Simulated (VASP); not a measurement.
# AlN (rocksalt type) (Fm-3m) in VASP: further runs, part 3 of 3

VASP 6.6.1. The steps go on from the part before.

### 5 Relaxation of cell and atoms, PBE, target pressure 180 GPa, at which the enthalpy is minimised

The input, INCAR:

```
PREC = Accurate ; ENCUT = 600
EDIFF = 1E-7 ; ISMEAR = -1
SIGMA = 0.08 ; LREAL = False
LASPH = True ; NELM = 100
ALGO = Normal ; ISIF = 3
LWAVE = False ; LCHARG = False
GGA = PE ; IBRION = 2
NSW = 32 ; EDIFFG = -0.005
PSTRESS = 1800.0
```

The input, KPOINTS:

```
Automatic mesh
0
Gamma
  17 17 17
```

The input, POSCAR:

```
AlN
1.0
    0.0000000000      1.8067640290      1.8067640290
    1.8067640290      0.0000000000      1.8067640290
    1.8067640290      1.8067640290      0.0000000000
Al N
1 1
Direct
    0.0000000000      0.0000000000      0.0000000000
    0.5000000000      0.5000000000      0.5000000000
```

Potentials or basis: VASP PAW PBE potentials, release 64 (Al, N).

Command:

```bash
> cat potpaw_PBE.64/Al/POTCAR potpaw_PBE.64/N/POTCAR > POTCAR
> mpirun -np 1 vasp_std > vasp.out
```

OUTCAR:

```text
PREC = Accurate
   ENCUT = 600
   EDIFF = 1E-7
   ISMEAR = -1
   LREAL = False
   LASPH = True
   NELM = 100
   ISIF = 3
   GGA = PE
   IBRION = 2
   NSW = 32
   EDIFFG = -0.005
   PSTRESS = 1800.0

 ion  position               nearest neighbor table
   1  0.000  0.000  0.000-   2 1.81   2 1.81   2 1.81   2 1.81   2 1.81   2 1.81
   2  0.500  0.500  0.500-   1 1.81   1 1.81   1 1.81   1 1.81   1 1.81   1 1.81

  LATTYP: Found a face centered cubic cell.
 ALAT       =     3.6135280580

  Lattice vectors:

 A1 = (   0.0000000000,   1.8067640290,   1.8067640290)
 A2 = (   1.8067640290,   0.0000000000,   1.8067640290)
 A3 = (   1.8067640290,   1.8067640290,   0.0000000000)

Analysis of symmetry for initial positions (statically):
[... 33 lines left out ...]
                                     Primitive cell

  volume of cell :      11.7960

  direct lattice vectors                    reciprocal lattice vectors
     0.000000000  1.806764029  1.806764029    -0.276737854  0.276737854  0.276737854
     1.806764029  0.000000000  1.806764029     0.276737854 -0.276737854  0.276737854
     1.806764029  1.806764029  0.000000000     0.276737854  0.276737854 -0.276737854

  length of vectors
[... 133 lines left out ...]

  FORCE on cell =-STRESS in cart. coord.  units (eV):
  Direction    XX          YY          ZZ          XY          YZ          ZX
  --------------------------------------------------------------------------------------
  -------------------------------------------------------------------------------------
  Total       13.3225681     13.3225681     13.3225681     -0.0000000     -0.0000000     -0.0000000
  in kB     1809.5235074   1809.5235074   1809.5235074     -0.0000000     -0.0000000     -0.0000000
  external PRESSURE =       9.5235074 kB  Pullay stress =    1800.0000000 kB
[... 63 lines left out ...]
--------------------------------------- Ionic step        3  -------------------------------------------

 number of electron       7.9999999 magnetization

 Free energy of the ion-electron system (eV)
  ---------------------------------------------------
  ext. energy  EPLUGINS =         0.00000000
  ---------------------------------------------------
  free energy    TOTEN  =       -12.43030440 eV

  energy without entropy =      -12.43030440  energy(sigma->0) =      -12.43030440

 E-fermi :  16.5748     XC(G=0): -13.9583

 val. band max:       15.0092638702   @ k =   0.0000   0.0000   0.0000
 cond. band min:      19.4948555147   @ k =   0.4706   0.4706   0.0000
 fundamental gap:      4.4855916445
 Fermi energy:        16.5748251188

 k-point     1 :       0.0000    0.0000    0.0000
  band No.  band energies     occupation
      1      -6.0053      2.00000
      2      15.0093      2.00000
      3      15.0093      2.00000
      4      15.0093      2.00000
      5      26.4248      0.00000
      6      28.1646      0.00000
      7      28.1646      0.00000
      8      28.1646      0.00000
[... 243 lines left out ...]
 k-point    24 :      -0.1176    0.0588    0.0000
  band No.  band energies     occupation
      1      -5.4037      2.00000
      2      12.9313      2.00000
      3      14.1813      2.00000
      4      14.7038      2.00000
      5      26.1664      0.00000
      6      27.4804      0.00000
      7      28.9274      0.00000
      8      29.7525      0.00000

 [... further k-points ...]
[... 5 lines left out ...]
  --------------------------------------------------------------------------------------
  -------------------------------------------------------------------------------------
  Total       13.2680745     13.2680745     13.2680745      0.0000000      0.0000000      0.0000000
  in kB     1800.1550850   1800.1550850   1800.1550850      0.0000000      0.0000000      0.0000000
  external PRESSURE =       0.1550850 kB  Pullay stress =    1800.0000000 kB
[... 21 lines left out ...]
  energy  without entropy=      -12.4303043951  energy(sigma->0) =      -12.43030440

  enthalpy is  TOTEN    =         0.8366270739 eV   P V=       13.2669314690

 reached required accuracy - stopping structural energy minimisation
```

It took 23 s on 1 thread of Intel Xeon 6975P-C (Granite Rapids), shared host; peak memory 0.13 GiB.

What came out:

| Item | Value |
| --- | --- |
| Free energy | -12.4303 eV |
| Relaxed volume | 5.90 Å³/atom |
| Relaxed cell | a = 2.556 Å, b = 2.556 Å, c = 2.556 Å, α = 60.00°, β = 60.00°, γ = 60.00° |
| Space group after relaxing (to 0.05 Å) | Fm-3m (No. 225) |
| Energy change on relaxing (the enthalpy is what falls) | -7.3 meV/atom |
| Ionic steps | 3 |
| Pressure after relaxing | 180.0 GPa |
| Band gap on the k mesh | 4.49 eV, indirect (least direct gap 8.23 eV) |

Step by step:
| step | energy change (eV) | largest force (eV/Å) | pressure (GPa) | volume (Å³) |
| --- | --- | --- | --- | --- |
| 1 | 0.0000 | 0.0000 | 180.95 | 11.80 |
| 2 | -0.0669 | 0.0000 | 176.63 | 11.86 |
| 3 | -0.0145 | 0.0000 | 180.02 | 11.81 |

Final structure:
```cif
data_structure
_symmetry_space_group_name_H-M 'P 1'
_symmetry_Int_Tables_number 1
_cell_length_a 2.5561
_cell_length_b 2.5561
_cell_length_c 2.5561
_cell_angle_alpha 60.000
_cell_angle_beta 60.000
_cell_angle_gamma 60.000
_cell_volume 11.81
loop_
_atom_site_label
_atom_site_type_symbol
_atom_site_fract_x
_atom_site_fract_y
_atom_site_fract_z
_atom_site_occupancy
Al1 Al 0.00000 0.00000 0.00000 1
N1 N 0.50000 0.50000 0.50000 1
```

Caveat: the cell is relaxed towards a set pressure, so the enthalpy falls and the energy may rise.

### 6 Summary

```csv
task,cell,cutoff (eV),gap on the mesh (eV),pressure (GPa)
single point,"a = 2.555 Å, angles 60.0°, 2 atoms",520,4.48,180.7
relaxation of cell and atoms,"relaxed to 180 GPa from a = 2.556 Å, angles 60.0°, 2 atoms",600,4.49,180.0
relaxation of cell and atoms,"relaxed to 180 GPa from a = 2.555 Å, angles 60.0°, 2 atoms",600,4.49,180.0
```

Alike in all rows: level PBE; potentials or basis VASP PAW PBE potentials, release 64 (Al, N); no spin polarisation; k mesh 17 × 17 × 17; smearing fermi-dirac 0.08 eV.

Caveats: the cell is relaxed towards a set pressure, so the enthalpy falls and the energy may rise (some runs).

Total energies depend on the potentials used, so only differences within one code and one set of settings carry meaning.
